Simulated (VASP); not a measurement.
# C (Fmmm) in VASP: notebook

C is run at these levels: PBEsol+D3(BJ); tasks: single point.

All numbers are computed with VASP 6.6.1; they aren't measurements. Logs are shortened: lines on timing, memory, paths and dates and some standing lists are left out, and cuts for length are marked.

**1. The cell of the first run**

It takes space group Fmmm (No. 69, orthorhombic). The conventional cell has a = 2.466 Å, b = 4.268 Å, c = 5.906 Å, α = 90.00°, β = 90.00°, γ = 90.00°. C (site symmetry m2m) has 3 C at 1.42 Å within 1.9 Å.

**2. Single point, PBEsol+D3(BJ) (7.77 Å³/atom)**

Input file INCAR:

```
  PREC = Accurate
  ENCUT = 520
  EDIFF = 1E-7
  ISMEAR = 0
  SIGMA = 0.03
  LREAL = False
  LASPH = True
  NELM = 60
  ALGO = Normal
  ISIF = 2
  LWAVE = False
  LCHARG = False
  GGA = PS
  IVDW = 12
  NBANDS = 11
```

Input file KPOINTS:

```
Automatic mesh
0
Gamma
  18 18 18
```

Input file POSCAR:

```
C
1.0
    0.0000000000      2.1340453494      2.9527801185
    1.2329071446      0.0000000000      2.9527801185
    1.2329071446      2.1340453494      0.0000000000
C
2
Direct
    0.1667066167      0.8332933833      0.1667066167
    0.8332933833      0.1667066167      0.8332933833
```

Potentials or basis: VASP PAW PBE potentials, release 64 (C).

On the command line:

```bash
$ cat potpaw_PBE.64/C/POTCAR > POTCAR
$ mpirun -np 1 vasp_std > vasp.out
```

OUTCAR:

```text
PREC = Accurate
   ENCUT = 520
   EDIFF = 1E-7
   ISMEAR = 0
   LREAL = False
   LASPH = True
   NELM = 60
   ISIF = 2
   GGA = PS
   IVDW = 12
 IVDW          = 12

 ion  position               nearest neighbor table
   1  0.167  0.833  0.167-   2 1.42   2 1.42   2 1.42
   2  0.833  0.167  0.833-   1 1.42   1 1.42   1 1.42

  LATTYP: Found a face centered orthorhombic cell.
 ALAT       =     2.4658142892
 B/A-ratio  =     1.7309051689
 C/A-ratio  =     2.3949736454

  Lattice vectors:

 A1 = (   0.0000000000,   2.1340453494,   2.9527801185)
 A2 = (   1.2329071446,   0.0000000000,   2.9527801185)
 A3 = (   1.2329071446,   2.1340453494,   0.0000000000)

Analysis of symmetry for initial positions (statically):
=====================================================================
 Subroutine PRICEL returns:
 Original cell was already a primitive cell.

 Routine SETGRP: Setting up the symmetry group for a
 face centered orthorhombic supercell.

 Subroutine GETGRP returns: Found  8 space group operations
 (whereof  8 operations were pure point group operations)
 out of a pool of  8 trial point group operations.

The static configuration has the point symmetry D_2h.

Analysis of symmetry for dynamics (positions and initial velocities):
=====================================================================
 Subroutine PRICEL returns:
 Original cell was already a primitive cell.

 Routine SETGRP: Setting up the symmetry group for a
 face centered orthorhombic supercell.

 Subroutine GETGRP returns: Found  8 space group operations
 (whereof  8 operations were pure point group operations)
 out of a pool of  8 trial point group operations.

The dynamic configuration has the point symmetry D_2h.

 Subroutine INISYM returns: Found  8 space group operations
 (whereof  8 operations are pure point group operations),
 and found     1 'primitive' translations

----------------------------------------------------------------------------------------

                                     Primitive cell

  volume of cell :      15.5380

  direct lattice vectors                    reciprocal lattice vectors
     0.000000000  2.134045349  2.952780119    -0.405545545  0.234296802  0.169331945
     1.232907145  0.000000000  2.952780119     0.405545545 -0.234296802  0.169331945
     1.232907145  2.134045349  0.000000000     0.405545545  0.234296802 -0.169331945

  length of vectors
     3.643221100  3.199839130  2.464591159     0.498031613  0.498031613  0.498031613

  position of ions in fractional coordinates (direct lattice)
     0.166706617  0.833293383  0.166706617
     0.833293383  0.166706617  0.833293383

  ion indices of the primitive-cell ions
   primitive index   ion index
                 1           1
                 2           2

----------------------------------------------------------------------------------------

 KPOINTS: Automatic mesh

Automatic generation of k-mesh.
 Grid dimensions read from file:
 generate k-points for:   18   18   18

 Generating k-lattice:

  Cartesian coordinates                     Fractional coordinates (reciprocal lattice)
    -0.022530308  0.013016489  0.009407330     0.055555556 -0.000000000 -0.000000000
     0.022530308 -0.013016489  0.009407330     0.000000000  0.055555556  0.000000000
     0.022530308  0.013016489 -0.009407330     0.000000000  0.000000000  0.055555556

  Length of vectors
     0.027668423  0.027668423  0.027668423

  Shift w.r.t. Gamma in fractional coordinates (k-lattice)
     0.000000000  0.000000000  0.000000000

 Subroutine IBZKPT returns following result:
 ===========================================

 Found    865 irreducible k-points:

 Following reciprocal coordinates:
            Coordinates               Weight
  0.000000  0.000000  0.000000      1.000000
  0.055556 -0.000000  0.000000      8.000000
  0.111111 -0.000000  0.000000      8.000000
  0.166667  0.000000  0.000000      8.000000
  0.222222 -0.000000 -0.000000      8.000000
  0.277778 -0.000000  0.000000      8.000000
[... 16 lines left out ...]
 -0.277778  0.055556 -0.000000      8.000000
 -0.222222  0.055556 -0.000000      8.000000
 [... further k-points ...]
   k-points           NKPTS =    865   k-points in BZ     NKDIM =    865   number of bands    NBANDS=     11
   number of dos      NEDOS =    301   number of ions     NIONS =      2
   total plane-waves  NPLWV =  12096
   dimension x,y,z NGX =    28 NGY =   24 NGZ =   18
   dimension x,y,z NGXF=    56 NGYF=   48 NGZF=   36
   ions per type =               2
   NGX,Y,Z   is equivalent  to a cutoff of  12.78, 12.47, 12.14 a.u.
   NGXF,Y,Z  is equivalent  to a cutoff of  25.55, 24.94, 24.28 a.u.
 SYSTEM =  unknown system
   PREC   = accura    normal or accurate (medium, high low for compatibility)
   ISTART =      0    job   : 0-new  1-cont  2-samecut
   ICHARG =      2    charge: 1-file 2-atom 10-const
   ISPIN  =      1    spin polarized calculation?
   LNONCOLLINEAR =      F non collinear calculations
   LSORBIT =      F    spin-orbit coupling
   LASPH  =      T    aspherical Exc in radial PAW
   ENCUT  =  520.0 eV  38.22 Ry    6.18 a.u.   6.77  5.95  4.58*2*pi/ulx,y,z
   NELM   =     60;   NELMIN=  2; NELMDL= -5     # of ELM steps
   EDIFF  = 0.1E-06   stopping-criterion for ELM
   LREAL  =      F    real-space projection
   EDIFFG = 0.1E-05   stopping-criterion for IOM
   NSW    =      0    number of steps for IOM
   IBRION =     -1    ionic relax: 0-MD 1-quasi-New 2-CG
   NFREE  =      0    steps in history (QN), initial steepest desc. (CG)
   ISIF   =      2    stress and relaxation
   ISYM   =      2    0-nonsym 1-usesym 2-fastsym
   POTIM  = 0.5000    time-step for ionic-motion
   TEBEG  =    0.0;   TEEND  =   0.0 temperature during run
   PSTRESS=    0.0 pullay stress
   NELECT =       8.0000    total number of electrons
   NUPDOWN=      -1.0000    fix difference up-down
   EMIN   =  10.00;   EMAX   =-10.00  energy-range for DOS
   EFERMI =   0.00;   METHOD = LEGACY
   ISMEAR =     0;   SIGMA  =   0.03  broadening in eV -4-tet -1-fermi 0-gaus
   EFERMI_NEDOS =   21; number of points for ismear=-14 and -15
   IALGO  =     38    algorithm
   IMIX   =      4    mixing-type and parameters
     AMIX     =   0.40;   BMIX     =  1.00
     AMIX_MAG =   1.60;   BMIX_MAG =  1.00
  volume/ion in A,a.u.               =       7.77        52.43
  Fermi-wavevector in a.u.,A,eV,Ry     =   1.312119  2.479545 23.424544  1.721655
  Thomas-Fermi vector in A             =   2.442533
   LORBIT       =      0    0 simple, 1 ext, 2 COOP (PROOUT), +10 PAW based schemes
   GGA     = PS    functional components
   LHFCALC =     F    Hartree Fock is set to
   AEXX    =    0.0000 exact exchange contribution
   IVDW    =    12    specifies the selected vdW correction
   LEPSILON=     F    determine dielectric tensor
   LRPA    =     F    only Hartree local field effects (RPA)
 non-spin polarized calculation
 Gauss-broadening in eV      SIGMA  =   0.03
  energy-cutoff  :      520.00
  volume of cell :       15.54
 maximum number of plane-waves:       433
   NGX = 13   NGY = 11   NGZ =  9

 number of electron       8.0000000 magnetization

 Free energy of the ion-electron system (eV)
  ---------------------------------------------------
  ext. energy  EPLUGINS =         0.00000000
  ---------------------------------------------------
  free energy    TOTEN  =       -19.21093257 eV

  energy without entropy =      -19.21089993  energy(sigma->0) =      -19.21091625

 E-fermi :   6.0115     XC(G=0): -11.4197

 val. band max:        5.9866860420   @ k =  -0.1667   0.1667   0.3333
 cond. band min:       6.0222342573   @ k =  -0.2778   0.0556   0.3333
 fundamental gap:      0.0355482153
 Fermi energy:         6.0114785666

 k-point     1 :       0.0000    0.0000    0.0000
  band No.  band energies     occupation
      1     -14.0295      2.00000
      2       0.2169      2.00000
      3       2.8511      2.00000
      4       2.9267      2.00000
      5      11.2909      0.00000
      6      14.0929      0.00000
      7      14.3028      0.00000
      8      17.1020      0.00000
      9      18.6685      0.00000
     10      28.2258      0.00000
     11      31.7764      0.00000

 k-point     2 :       0.0556   -0.0000    0.0000
  band No.  band energies     occupation
      1     -13.9498      2.00000
      2       0.2601      2.00000
      3       2.6076      2.00000
      4       2.7216      2.00000
      5      11.4323      0.00000
      6      14.2404      0.00000
      7      14.5046      0.00000
      8      16.8097      0.00000
      9      18.8089      0.00000
     10      28.4692      0.00000
     11      30.9755      0.00000

 k-point     3 :       0.1111   -0.0000    0.0000
  band No.  band energies     occupation
      1     -13.7116      2.00000
      2       0.3928      2.00000
      3       1.8147      2.00000
      4       2.2940      2.00000
      5      11.8502      0.00000
      6      14.2992      0.00000
      7      15.3631      0.00000
      8      15.9934      0.00000
      9      19.2568      0.00000
     10      28.7211      0.00000
     11      29.3398      0.00000

 k-point     4 :       0.1667    0.0000    0.0000
  band No.  band energies     occupation
      1     -13.3168      2.00000
      2       0.6186      2.00000
      3       0.6617      2.00000
      4       1.7292      2.00000
      5      12.5174      0.00000
      6      14.2406      0.00000
      7      14.7782      0.00000
      8      16.7063      0.00000
      9      20.0188      0.00000
     10      27.0227      0.00000
     11      30.0709      0.00000

 k-point     5 :       0.2222   -0.0000   -0.0000
  band No.  band energies     occupation
      1     -12.7685      2.00000
      2      -0.7077      2.00000
      3       0.9552      2.00000
      4       1.1332      2.00000
      5      13.1183      0.00000
      6      13.5535      0.00000
      7      14.1662      0.00000
      8      18.3542      0.00000
      9      21.0013      0.00000
     10      25.5869      0.00000
     11      29.8735      0.00000
[... 211 lines left out ...]
 k-point    21 :      -0.3889    0.0556    0.0000
  band No.  band energies     occupation
      1      -9.2894      2.00000
      2      -6.3957      2.00000
      3      -0.4600      2.00000
      4       3.4347      2.00000
      5       7.6811      0.00000
      6      13.2107      0.00000
      7      17.8409      0.00000
      8      21.6384      0.00000
      9      25.2536      0.00000
     10      25.8764      0.00000
     11      27.7100      0.00000

 k-point    22 :      -0.3333    0.0556    0.0000
  band No.  band energies     occupation
      1     -10.3561      2.00000
      2      -5.0393      2.00000
      3      -0.2444      2.00000
      4       3.0093      2.00000
      5       8.6510      0.00000
      6      13.3235      0.00000
      7      16.4978      0.00000
      8      22.1678      0.00000
      9      23.8960      0.00000
     10      25.0121      0.00000
     11      28.0375      0.00000

 k-point    23 :      -0.2778    0.0556   -0.0000
  band No.  band energies     occupation
      1     -11.3160      2.00000
      2      -3.6012      2.00000
      3       0.1054      2.00000
      4       2.4264      2.00000
      5      10.0320      0.00000
      6      13.4815      0.00000
      7      15.1813      0.00000
      8      22.0756      0.00000
      9      22.7111      0.00000
     10      24.0480      0.00000
     11      28.5717      0.00000

 k-point    24 :      -0.2222    0.0556   -0.0000
  band No.  band energies     occupation
      1     -12.1424      2.00000
      2      -2.1318      2.00000
      3       0.5729      2.00000
      4       1.8514      2.00000
      5      11.5930      0.00000
      6      13.5161      0.00000
      7      14.1678      0.00000
      8      20.1939      0.00000
      9      22.2053      0.00000
     10      24.2143      0.00000
     11      29.2704      0.00000

 [... further k-points ...]

------------------------ aborting loop because EDIFF is reached ----------------------------------------

 Edisp (eV)   -0.24819

 E8    (eV) :    -0.1205

  FORCE on cell =-STRESS in cart. coord.  units (eV):
  Direction    XX          YY          ZZ          XY          YZ          ZX
  --------------------------------------------------------------------------------------
  -------------------------------------------------------------------------------------
  Total      -0.25632    -0.41171     0.84991     0.00000     0.00000     0.00000
  in kB     -26.43050   -42.45328    87.63703     0.00000     0.00000     0.00000
  external pressure =        6.25 kB  Pullay stress =        0.00 kB

 VOLUME and BASIS-vectors are now :
 -----------------------------------------------------------------------------
  energy-cutoff  :      520.00
  volume of cell :       15.54
      direct lattice vectors                 reciprocal lattice vectors
     0.000000000  2.134045349  2.952780119    -0.405545545  0.234296802  0.169331945
     1.232907145  0.000000000  2.952780119     0.405545545 -0.234296802  0.169331945
     1.232907145  2.134045349  0.000000000     0.405545545  0.234296802 -0.169331945

 POSITION                                       TOTAL-FORCE (eV/Angst)
 -----------------------------------------------------------------------------------
      1.23291      0.71152      2.95278         0.000000     -0.017837      0.000000
      1.23291      3.55657      2.95278         0.000000      0.017837      0.000000
 -----------------------------------------------------------------------------------
    total drift:                                0.000000      0.000000     -0.000000

  FREE ENERGIE OF THE ION-ELECTRON SYSTEM (eV)
  ---------------------------------------------------
  free  energy   TOTEN  =       -19.4591204107 eV

  energy  without entropy=      -19.4590877714  energy(sigma->0) =      -19.45910409
```

It took 59 s on 1 thread of Intel Xeon 6975P-C (Granite Rapids), shared host; peak memory 0.23 GiB.

What came out:

```
Free energy                : -19.4591 eV
Pressure                   : 0.6 GPa
Largest force              : 0.018 eV/Å
Band gap on the k mesh     : zero (bands 4 and 5 overlap by 0.18 eV)
Dispersion energy per atom : -0.124 eV
```

Forces in eV/Å, atoms in the order of the input:
```
C    0.000 -0.018  0.000
C    0.000  0.018  0.000
```

Caveat: the stress differs along the axes, from -4 to 9 GPa; the PAW data sets were made with another functional, which shifts forces and pressure a little.

**3. Single point, PBEsol+D3(BJ) (7.77 Å³/atom)**

Input file INCAR:

```
PREC = Accurate
ENCUT = 520
EDIFF = 1E-6
ISMEAR = 0
SIGMA = 0.03
LREAL = F
LASPH = T
NELM = 60
ALGO = Normal
ISIF = 2
LWAVE = F
LCHARG = F
GGA = PS
IVDW = 12
NBANDS = 11
```

Input file KPOINTS:

```
regular mesh
0
Gamma
  18 18 18
```

Input file POSCAR:

```
C
1.0
    0.0000000000      1.9681938860      3.4713838569
    1.1370893804      0.0000000000      3.4713838569
    1.1370893804      1.9681938860      0.0000000000
C
2
Direct
    0.1667066167      0.8332933833      0.1667066167
    0.8332933833      0.1667066167      0.8332933833
```

Potentials or basis: VASP PAW PBE potentials, release 64 (C).

On the command line:

```bash
$ cat potpaw_PBE.64/C/POTCAR > POTCAR
$ mpirun -np 1 vasp_std > vasp.out
```

Run time: 82 s. Hardware: 1 thread of Intel Xeon 6975P-C (Granite Rapids), shared host; peak memory 0.25 GiB.

The run converged. Its results:

| Quantity | Value |
| --- | --- |
| Free energy | -18.5028 eV |
| Pressure | 88.6 GPa |
| Dispersion energy per atom | -0.097 eV |

Stress tensor (GPa, compression positive):
```
133.68   0.00   0.00
  0.00 134.04   0.00
  0.00   0.00  -1.79
```

Caveat: the stress differs along the axes, from -2 to 134 GPa; the PAW data sets were made with another functional, which shifts forces and pressure a little.

**4. Single point, PBEsol+D3(BJ) (8.23 Å³/atom)**

This run uses another cell than the first one, of 8.23 Å³/atom.

Input file INCAR:

```
  PREC = Accurate
  ENCUT = 520
  EDIFF = 1E-6
  ISMEAR = 0
  SIGMA = 0.03
  LREAL = F
  LASPH = T
  NELM = 60
  ALGO = Normal
  ISIF = 2
  LWAVE = F
  LCHARG = F
  GGA = PS
  IVDW = 12
  NBANDS = 11
```

Input file KPOINTS:

```
Automatic mesh
0
Gamma
  18 18 18
```

Input file POSCAR:

```
C
1.0
    0.0000000000      1.9664581338      3.6852077936
    1.1360865801      0.0000000000      3.6852077936
    1.1360865801      1.9664581338      0.0000000000
C
2
Direct
    0.1667066167      0.8332933833      0.1667066167
    0.8332933833      0.1667066167      0.8332933833
```

On the command line:

```bash
$ cat potpaw_PBE.64/C/POTCAR > POTCAR
$ mpirun -np 1 vasp_std > vasp.out
```

Run time: 82 s. Hardware: 1 thread of Intel Xeon 6975P-C (Granite Rapids), shared host; peak memory 0.25 GiB.

It converged, with:

```yaml
Free_energy: -18.4682 eV
Pressure: 84.6 GPa
Dispersion_energy_per_atom: -0.091 eV
```

Forces on the atoms (eV/Å):
```
C    0.000 -0.002  0.000
C    0.000  0.002  0.000
```

Stress tensor (GPa, compression positive):
```
127.83   0.00   0.00
  0.00 128.29   0.00
  0.00   0.00  -2.28
```

Caveat: the stress differs along the axes, from -2 to 128 GPa; the PAW data sets were made with another functional, which shifts forces and pressure a little.

(Continued in part 2 of 2.)

The gap in the log of VASP goes by the Fermi energy; the results here count the filled bands.